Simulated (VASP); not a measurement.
BaS:

```
Ba S
1.0
     0.00000    3.21180    3.21180
     3.08332    0.00000    3.21180
     3.08332    3.21180    0.00000
Ba S
1 1
Direct
  0.00000 0.00000 0.00000
  0.50000 0.50000 0.50000
```

This cell differs from its parent crystal: uniaxial x strain -4.0%.

Base run:

```yaml
Program: VASP 6.6.1
Functional: r2SCAN
Potentials_or_basis: VASP PAW PBE potentials, release 64 (Ba_sv, S)
Cutoff: 520 eV
k_mesh: 8 × 8 × 8
Occupations: gaussian, width 0.01 eV
Spin: no spin polarisation
```

Its results: band gap on the k mesh 2.28 eV (least direct gap 2.42 eV); pressure 2.9 GPa.

**Question.** The run is repeated on the same cell with these changes: functional from r2SCAN to PBE; k mesh from 8 × 8 × 8 to 4 × 4 × 4. What comes out?

**Answer.** Band gap on the k mesh 1.93 eV (least direct gap 2.07 eV); pressure 2.9 GPa.

Several settings changed at once.

Caveats: some runs use coarse meshes; spin-orbit coupling is left out, which moves the levels of the heavy elements; the PAW data sets were made with another functional, which shifts forces and pressure a little (at least some runs).

A k mesh can miss the band edges.
